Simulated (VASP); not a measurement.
# SnO (Cmce) in VASP: notebook

SnO is run at these levels: PBE+D3(BJ); tasks: single point.

Program: VASP 6.6.1. These are calculated values, not measurements. Logs are shortened: lines on timing, memory, paths and dates and some standing lists are left out, and cuts for length are marked.

### Step 1. The cell of the first run

The typed cell holds 8 atoms: a = 3.798 Å, b = 3.798 Å, c = 9.423 Å, α = 90.00°, β = 90.00°, γ = 90.00°.

### Step 2. Single point, PBE+D3(BJ) (equal strain along all axes, cell held: -1.0 %, then relaxed in part)

INCAR reads:

```
  ALGO = Normal
  EDIFF = 1E-7
  ENCUT = 520
  GGA = PE
  ISIF = 2
  ISMEAR = 0
  IVDW = 12
  LASPH = T
  LCHARG = F
  LREAL = F
  LWAVE = F
  NBANDS = 50
  NELM = 60
  PREC = Accurate
  SIGMA = 0.1
```

KPOINTS reads:

```
k-points
0
Gamma
  10 10 4
```

POSCAR reads:

```
SnO
1.0
    2.6853815615     -2.6853740975      0.0000000000
    2.6853815615      2.6853740975      0.0000000000
    0.0000000000      0.0000000000      9.4226740169
Sn O
4 4
Direct
   -0.0003001533      0.0003001533      0.0025186958
    0.0003001533     -0.0003001533      0.5025186958
    0.5003091595      0.4996908405      0.2544821925
    0.4996908405      0.5003091595      0.7544821925
    1.0003461189      0.4996511209      0.3784995558
   -0.0003461189      0.5003488791      0.8784995558
    0.5003488791     -0.0003461189      0.3784995558
    0.4996511209      1.0003461189      0.8784995558
```

Potentials or basis: VASP PAW PBE potentials, release 64 (Sn_d, O).

The run is started by

```bash
$ cat potpaw_PBE.64/Sn_d/POTCAR potpaw_PBE.64/O/POTCAR > POTCAR
$ mpirun -np 1 vasp_std > vasp.out
```

OUTCAR:

```text
EDIFF = 1E-7
   ENCUT = 520
   GGA = PE
   ISIF = 2
   ISMEAR = 0
   IVDW = 12
   LASPH = T
   LREAL = F
   NELM = 60
   PREC = Accurate
 IVDW          = 12

 ion  position               nearest neighbor table
   1  1.000  0.000  0.003-   6 2.23   8 2.23   6 2.23   8 2.23   4 3.56   4 3.56   4 3.56   4 3.56
                             3 3.58   3 3.58   3 3.58   3 3.59
   2  0.000  1.000  0.503-   5 2.23   7 2.23   7 2.23   5 2.23   3 3.56   3 3.56   3 3.56   3 3.56
                             4 3.58   4 3.58   4 3.58   4 3.59
   3  0.500  0.500  0.254-   5 2.23   7 2.23   5 2.23   7 2.23   2 3.56   2 3.56   2 3.56   2 3.56
                             1 3.58   1 3.58   1 3.58   1 3.59
   4  0.500  0.500  0.754-   6 2.23   8 2.23   8 2.23   6 2.23   1 3.56   1 3.56   1 3.56   1 3.56
                             2 3.58   2 3.58   2 3.58   2 3.59
   5  0.000  0.500  0.378-   2 2.23   3 2.23   3 2.23   2 2.23
   6  1.000  0.500  0.878-   1 2.23   4 2.23   4 2.23   1 2.23
   7  0.500  1.000  0.378-   2 2.23   3 2.23   3 2.23   2 2.23
   8  0.500  0.000  0.878-   1 2.23   4 2.23   4 2.23   1 2.23

  LATTYP: Found a simple tetragonal cell.
 ALAT       =     3.7976977466
 C/A-ratio  =     2.4811542797

  Lattice vectors:

 A1 = (   2.6853815615,  -2.6853740975,   0.0000000000)
 A2 = (   2.6853815615,   2.6853740975,   0.0000000000)
 A3 = (   0.0000000000,   0.0000000000,   9.4226740169)

Analysis of symmetry for initial positions (statically):
=====================================================================
 Subroutine PRICEL returns:
 Original cell was already a primitive cell.

 Routine SETGRP: Setting up the symmetry group for a
 simple tetragonal supercell.

 Subroutine GETGRP returns: Found  4 space group operations
 (whereof  2 operations were pure point group operations)
 out of a pool of 16 trial point group operations.

The static configuration has the point symmetry C_1h.
 The point group associated with its full space group is C_2v.

Analysis of symmetry for dynamics (positions and initial velocities):
=====================================================================
 Subroutine PRICEL returns:
 Original cell was already a primitive cell.

 Routine SETGRP: Setting up the symmetry group for a
 simple tetragonal supercell.

 Subroutine GETGRP returns: Found  4 space group operations
 (whereof  2 operations were pure point group operations)
 out of a pool of 16 trial point group operations.

The dynamic configuration has the point symmetry C_1h.
 The point group associated with its full space group is C_2v.

 Subroutine INISYM returns: Found  4 space group operations
 (whereof  2 operations are pure point group operations),
 and found     1 'primitive' translations

----------------------------------------------------------------------------------------

                                     Primitive cell

  volume of cell :     135.8986

  direct lattice vectors                    reciprocal lattice vectors
     2.685381561 -2.685374098  0.000000000     0.186193280 -0.186193797  0.000000000
     2.685381561  2.685374098  0.000000000     0.186193280  0.186193797  0.000000000
     0.000000000  0.000000000  9.422674017     0.000000000  0.000000000  0.106126987

  length of vectors
     3.797697747  3.797697747  9.422674017     0.263317427  0.263317427  0.106126987

  position of ions in fractional coordinates (direct lattice)
     0.999699847  0.000300153  0.002518696
     0.000300153  0.999699847  0.502518696
     0.500309159  0.499690841  0.254482192
     0.499690841  0.500309159  0.754482192
     0.000346119  0.499651121  0.378499556
     0.999653881  0.500348879  0.878499556
     0.500348879  0.999653881  0.378499556
     0.499651121  0.000346119  0.878499556

  ion indices of the primitive-cell ions
   primitive index   ion index
                 1           1
                 2           2
                 3           3
                 4           4
                 5           5
                 6           6
                 7           7
                 8           8

----------------------------------------------------------------------------------------

 KPOINTS: k-points

Automatic generation of k-mesh.
 Grid dimensions read from file:
 generate k-points for:   10   10    4

 Generating k-lattice:

  Cartesian coordinates                     Fractional coordinates (reciprocal lattice)
     0.018619328 -0.018619380  0.000000000     0.100000000 -0.000000000  0.000000000
     0.018619328  0.018619380  0.000000000    -0.000000000  0.100000000  0.000000000
     0.000000000  0.000000000  0.026531747     0.000000000  0.000000000  0.250000000

  Length of vectors
     0.026331743  0.026331743  0.026531747

  Shift w.r.t. Gamma in fractional coordinates (k-lattice)
     0.000000000  0.000000000  0.000000000

 Subroutine IBZKPT returns following result:
 ===========================================

 Found     93 irreducible k-points:

[... 31 lines left out ...]
   LREAL  =      F    real-space projection
   EDIFFG = 0.1E-05   stopping-criterion for IOM
   NSW    =      0    number of steps for IOM
   IBRION =     -1    ionic relax: 0-MD 1-quasi-New 2-CG
   NFREE  =      0    steps in history (QN), initial steepest desc. (CG)
   ISIF   =      2    stress and relaxation
   ISYM   =      2    0-nonsym 1-usesym 2-fastsym
   POTIM  = 0.5000    time-step for ionic-motion
   TEBEG  =    0.0;   TEEND  =   0.0 temperature during run
   PSTRESS=    0.0 pullay stress
   NELECT =      80.0000    total number of electrons
   NUPDOWN=      -1.0000    fix difference up-down
   EMIN   =  10.00;   EMAX   =-10.00  energy-range for DOS
   EFERMI =   0.00;   METHOD = LEGACY
   ISMEAR =     0;   SIGMA  =   0.10  broadening in eV -4-tet -1-fermi 0-gaus
   EFERMI_NEDOS =   21; number of points for ismear=-14 and -15
   IALGO  =     38    algorithm
   IMIX   =      4    mixing-type and parameters
     AMIX     =   0.40;   BMIX     =  1.00
     AMIX_MAG =   1.60;   BMIX_MAG =  1.00
  volume/ion in A,a.u.               =      16.99       114.64
  Fermi-wavevector in a.u.,A,eV,Ry     =   1.372039  2.592778 25.612851  1.882491
  Thomas-Fermi vector in A             =   2.497682
   LORBIT       =      0    0 simple, 1 ext, 2 COOP (PROOUT), +10 PAW based schemes
   GGA     = PE    functional components
   LHFCALC =     F    Hartree Fock is set to
   AEXX    =    0.0000 exact exchange contribution
   IVDW    =    12    specifies the selected vdW correction
   LEPSILON=     F    determine dielectric tensor
   LRPA    =     F    only Hartree local field effects (RPA)
 non-spin polarized calculation
 Gauss-broadening in eV      SIGMA  =   0.10
  energy-cutoff  :      520.00
  volume of cell :      135.90
 maximum number of plane-waves:      3692
   NGX = 15   NGY = 15   NGZ = 35

 number of electron      79.9999981 magnetization

 Free energy of the ion-electron system (eV)
  ---------------------------------------------------
  ext. energy  EPLUGINS =         0.00000000
  ---------------------------------------------------
  free energy    TOTEN  =       -45.29547088 eV

  energy without entropy =      -45.29316910  energy(sigma->0) =      -45.29431999

 E-fermi :   7.5809     XC(G=0): -10.4474

 val. band max:        7.5778687785   @ k =   0.5000   0.5000   0.2500
 cond. band min:       7.7535488445   @ k =  -0.4000   0.4000   0.0000
 fundamental gap:      0.1756800659
 Fermi energy:         7.5809047297

 k-point     1 :       0.0000    0.0000    0.0000
  band No.  band energies     occupation
      1     -14.5181      2.00000
      2     -14.4923      2.00000
      3     -14.1217      2.00000
      4     -14.1038      2.00000
      5     -14.1038      2.00000
      6     -14.0957      2.00000
[... 42 lines left out ...]
     49      13.4510      0.00000
     50      13.4510      0.00000

 k-point     2 :       0.1000   -0.0000    0.0000
  band No.  band energies     occupation
      1     -14.5123      2.00000
      2     -14.4892      2.00000
      3     -14.1207      2.00000
      4     -14.1023      2.00000
      5     -14.1006      2.00000
      6     -14.0940      2.00000
[... 1158 lines left out ...]
 k-point    24 :      -0.3000    0.3000    0.0000
  band No.  band energies     occupation
      1     -14.4676      2.00000
      2     -14.4522      2.00000
      3     -14.3486      2.00000
      4     -14.3446      2.00000
      5     -14.0892      2.00000
      6     -14.0866      2.00000
[... 42 lines left out ...]
     49      13.2160      0.00000
     50      14.5418      0.00000

 [... further k-points ...]

------------------------ aborting loop because EDIFF is reached ----------------------------------------

 Edisp (eV)   -1.93842

 E8    (eV) :    -0.8407

  FORCE on cell =-STRESS in cart. coord.  units (eV):
  Direction    XX          YY          ZZ          XY          YZ          ZX
  --------------------------------------------------------------------------------------
  -------------------------------------------------------------------------------------
  Total       1.89889     1.89935     0.84855     0.00000     0.00000     0.00000
  in kB      22.38702    22.39242    10.00401     0.00000     0.00000     0.00000
  external pressure =       18.26 kB  Pullay stress =        0.00 kB

 VOLUME and BASIS-vectors are now :
 -----------------------------------------------------------------------------
  energy-cutoff  :      520.00
  volume of cell :      135.90
      direct lattice vectors                 reciprocal lattice vectors
     2.685381561 -2.685374098  0.000000000     0.186193280 -0.186193797  0.000000000
     2.685381561  2.685374098  0.000000000     0.186193280  0.186193797  0.000000000
     0.000000000  0.000000000  9.422674017     0.000000000  0.000000000  0.106126987

 POSITION                                       TOTAL-FORCE (eV/Angst)
 -----------------------------------------------------------------------------------
      2.68538     -2.68376      0.02373         0.000000     -0.000415      0.079882
      2.68538      2.68376      4.73507         0.000000      0.000415      0.079882
      2.68538     -0.00166      2.39790         0.000000      0.000720     -0.079979
      2.68538      0.00166      7.10924         0.000000     -0.000720     -0.079979
      1.34268      1.34082      3.56648         0.000142      0.001936      0.000049
      4.02808     -1.34082      8.27781        -0.000142     -0.001936      0.000049
      4.02808      1.34082      3.56648        -0.000142      0.001936      0.000049
      1.34268     -1.34082      8.27781         0.000142     -0.001936      0.000049
 -----------------------------------------------------------------------------------
    total drift:                                0.000000      0.000000      0.000027

  FREE ENERGIE OF THE ION-ELECTRON SYSTEM (eV)
  ---------------------------------------------------
  free  energy   TOTEN  =       -47.2338952142 eV

  energy  without entropy=      -47.2315934335  energy(sigma->0) =      -47.23274432
```

It took 9.6 min on 1 thread of Intel Xeon Platinum 8559C (Emerald Rapids), shared host; peak memory 0.54 GiB.

What came out:

* Free energy: -47.2339 eV
* Pressure: 1.8 GPa
* Largest force: 0.080 eV/Å
* Band gap on the k mesh: zero (band 40 reaches 7.58 eV, above the bottom of band 41 at 7.31 eV)
* Dispersion energy per atom: -0.242 eV

Forces in eV/Å, atoms in the order of the input:
```
Sn   0.000  0.000  0.080
Sn   0.000  0.000  0.080
Sn   0.000  0.001 -0.080
Sn   0.000 -0.001 -0.080
O    0.000  0.002  0.000
O    0.000 -0.002  0.000
O    0.000  0.002  0.000
O    0.000 -0.002  0.000
```

Stress tensor (GPa, compression positive):
```
2.24 0.00 0.00
0.00 2.24 0.00
0.00 0.00 1.00
```

Levels at points of the mesh, in eV from the Fermi level:
| k point | band 36 | band 37 | band 38 | band 39 | band 40 | band 41 | band 42 | band 43 | band 44 | band 45 |
| --- | --- | --- | --- | --- | --- | --- | --- | --- | --- | --- |
| (0.00, 0.00, 0.00) | -3.17 | -3.17 | -2.94 | -2.33 | 0.00 | 1.76 | 2.24 | 2.63 | 2.63 | 3.53 |
| (0.50, 0.00, 0.00) | -4.81 | -2.92 | -2.92 | -1.84 | -1.84 | 2.67 | 2.67 | 3.28 | 3.28 | 5.18 |
| (0.50, 0.50, 0.00) | -2.52 | -2.52 | -2.52 | -2.01 | -2.01 | -0.27 | -0.27 | 2.13 | 2.13 | 4.26 |
| (0.00, 0.00, 0.50) | -3.18 | -3.18 | -3.18 | -0.57 | -0.57 | 1.72 | 1.72 | 3.25 | 3.25 | 3.25 |
| (0.50, 0.00, 0.50) | -4.84 | -2.33 | -2.33 | -2.33 | -2.33 | 2.97 | 2.97 | 2.97 | 2.97 | 5.44 |
| (0.50, 0.50, 0.50) | -2.52 | -2.51 | -2.51 | -2.51 | -2.51 | 0.69 | 0.69 | 0.69 | 0.69 | 5.12 |

Caveat: the cell differs from its parent crystal (equal strain along all axes, cell held: -1.0 %, then relaxed in part); spin-orbit coupling is left out, which moves the levels of the heavy elements; pairwise dispersion overbinds metals, which lowers pressure and volume.

### Step 3. Single point, PBE+D3(BJ) (biaxial strain in the a-b plane: -2.0 %)

INCAR reads:

```
SYSTEM = SnO
PREC     = Accurate       ! precision mode
ENCUT    = 520            ! plane-wave cutoff, eV
EDIFF    = 1E-7           ! SCF threshold, eV
ISMEAR   = 0              ! smearing method
SIGMA    = 0.1            ! smearing width, eV
LREAL    = .False.        ! projectors in reciprocal space
LASPH    = .True.         ! aspherical terms in the spheres
NELM     = 100            ! most SCF steps
ALGO     = Normal         ! electronic algorithm
ISIF     = 2              ! what is computed and relaxed
LWAVE    = .False.        ! write WAVECAR
LCHARG   = .False.        ! write CHGCAR
GGA      = PE             ! functional
IVDW     = 12             ! dispersion correction
NBANDS   = 50             ! bands
```

KPOINTS reads:

```
Automatic mesh
0
Gamma
  10 10 4
  0 0 0
```

POSCAR reads:

```
SnO
1.0
    2.6582564952     -2.6582491066      0.0000000000
    2.6582564952      2.6582491066      0.0000000000
    0.0000000000      0.0000000000      9.6320667729
Sn O
4 4
Direct
   -0.0000639948      0.0000639948      0.0008053968
    0.0000639948     -0.0000639948      0.5008053968
    0.5000637279      0.4999362721      0.2561940628
    0.4999362721      0.5000637279      0.7561940628
    1.0000714463      0.4999284107      0.3785002701
   -0.0000714463      0.5000715893      0.8785002701
    0.5000715893     -0.0000714463      0.3785002701
    0.4999284107      1.0000714463      0.8785002701
```

Potentials or basis: VASP PAW PBE potentials, release 64 (Sn_d, O).

The run is started by

```bash
$ cat potpaw_PBE.64/Sn_d/POTCAR potpaw_PBE.64/O/POTCAR > POTCAR
$ mpirun -np 1 vasp_std > vasp.out
```

Run time: 8.4 min. Hardware: 1 thread of Intel Xeon Platinum 8559C (Emerald Rapids), shared host; peak memory 0.55 GiB.

It converged, with:

* Free energy: -47.1866 eV
* Pressure: 3.1 GPa
* Largest force: 0.224 eV/Å
* Band gap on the k mesh: zero (band 40 reaches 7.70 eV, above the bottom of band 41 at 7.38 eV)
* Dispersion energy per atom: -0.242 eV

Forces on the atoms (eV/Å):
```
Sn   0.000  0.000  0.224
Sn   0.000  0.000  0.224
Sn   0.000  0.000 -0.224
Sn   0.000  0.000 -0.224
O    0.000  0.000  0.000
O    0.000  0.000  0.000
O    0.000  0.000  0.000
O    0.000  0.000  0.000
```

Stress tensor (GPa, compression positive):
```
4.24 0.00 0.00
0.00 4.24 0.00
0.00 0.00 0.95
```

Levels at points of the mesh, in eV from the Fermi level:
```tsv
k point	band 38	band 39	band 40	band 41	band 42	band 43
(0.00, 0.00, 0.00)	-3.12	-2.58	0.04	1.83	2.22	2.71
(0.50, 0.00, 0.00)	-3.04	-1.98	-1.98	2.49	2.49	3.12
(0.50, 0.50, 0.00)	-2.58	-2.12	-2.12	-0.28	-0.28	2.03
(0.00, 0.00, 0.50)	-3.25	-0.69	-0.69	1.77	1.77	3.31
(0.50, 0.00, 0.50)	-2.48	-2.48	-2.48	2.79	2.79	2.80
(0.50, 0.50, 0.50)	-2.56	-2.56	-2.56	0.62	0.62	0.62
```

Caveat: the cell differs from its parent crystal (biaxial strain in the a-b plane: -2.0 %); spin-orbit coupling is left out, which moves the levels of the heavy elements; pairwise dispersion overbinds metals, which lowers pressure and volume.

### Step 4. Single point, PBE+D3(BJ)

This run uses another cell than the first one, of 17.51 Å³/atom, 1.031 times its volume.

INCAR reads:

```
SYSTEM = SnO
  ALGO = Normal
  EDIFF = 1E-7
  ENCUT = 520
  GGA = PE
  ISIF = 2
  ISMEAR = 0
  IVDW = 12
  LASPH = .True.
  LCHARG = .False.
  LREAL = .False.
  LWAVE = .False.
  NBANDS = 50
  NELM = 60
  PREC = Accurate
  SIGMA = 0.1
```

KPOINTS reads:

```
k-points
0
Gamma
  10 10 4
  0 0 0
```

POSCAR reads:

```
SnO
1.0
    2.7125066261     -2.7124990868      0.0000000000
    2.7125066261      2.7124990868      0.0000000000
    0.0000000000      0.0000000000      9.5178525369
Sn O
4 4
Direct
   -0.0001094705      0.0001094705      0.0002320636
    0.0001094705     -0.0001094705      0.5002320636
    0.5001267651      0.4998732349      0.2567722138
    0.4998732349      0.5001267651      0.7567722138
    1.0001760449      0.4998149195      0.3784978612
   -0.0001760449      0.5001850805      0.8784978612
    0.5001850805     -0.0001760449      0.3784978612
    0.4998149195      1.0001760449      0.8784978612
```

The run is started by

```bash
$ cat potpaw_PBE.64/Sn_d/POTCAR potpaw_PBE.64/O/POTCAR > POTCAR
$ mpirun -np 1 vasp_std > vasp.out
```

It took 8 min on 1 thread of AMD EPYC 9R45 (Zen 5), shared host; peak memory 0.53 GiB.

Results (log left out):

| Item | Value |
| --- | --- |
| Free energy | -47.2576 eV |
| Pressure | 0.3 GPa |
| Largest force | 0.084 eV/Å |
| Band gap on the k mesh | zero (filled and empty bands touch) |
| Dispersion energy per atom | -0.235 eV |

Forces in eV/Å, atoms in the order of the input:
```
Sn   0.000  0.001  0.084
Sn   0.000 -0.001  0.084
Sn   0.000  0.000 -0.084
Sn   0.000  0.000 -0.084
O    0.000  0.002  0.000
O    0.000 -0.002  0.000
O    0.000  0.002  0.000
O    0.000 -0.002  0.000
```

Levels at points of the mesh, in eV from the Fermi level:
| k point | band 38 | band 39 | band 40 | band 41 | band 42 | band 43 |
| --- | --- | --- | --- | --- | --- | --- |
| (0.00, 0.00, 0.00) | -3.06 | -2.14 | -0.07 | 1.66 | 2.10 | 2.76 |
| (0.50, 0.00, 0.00) | -2.73 | -1.73 | -1.73 | 2.64 | 2.64 | 3.23 |
| (0.50, 0.50, 0.00) | -2.47 | -1.92 | -1.92 | -0.06 | -0.06 | 2.28 |
| (0.00, 0.00, 0.50) | -3.12 | -0.61 | -0.61 | 1.63 | 1.63 | 3.36 |
| (0.50, 0.00, 0.50) | -2.19 | -2.19 | -2.19 | 2.92 | 2.92 | 2.92 |
| (0.50, 0.50, 0.50) | -2.39 | -2.39 | -2.39 | 0.85 | 0.85 | 0.85 |

Caveat: spin-orbit coupling is left out, which moves the levels of the heavy elements; pairwise dispersion overbinds metals, which lowers pressure and volume.

### Step 5. The runs side by side

```tsv
cell	gap on the mesh (eV)	pressure (GPa)	largest force (eV/Å)
a = 3.798, b = 3.798, c = 9.423 Å, 8 atoms	none	1.8	0.08
a = 3.759, b = 3.759, c = 9.632 Å, 8 atoms	none	3.1	0.22
a = 3.836, b = 3.836, c = 9.518 Å, 8 atoms	none	0.3	0.08
```

Alike in all rows: task single point; level PBE+D3(BJ); potentials or basis VASP PAW PBE potentials, release 64 (Sn_d, O); no spin polarisation; k mesh 10 × 10 × 4; cutoff (eV) 520; smearing gaussian 0.1 eV.

Caveats: spin-orbit coupling is left out, which moves the levels of the heavy elements; pairwise dispersion overbinds metals, which lowers pressure and volume.

Total energies depend on the potentials used, so only differences within one code and one set of settings carry meaning.
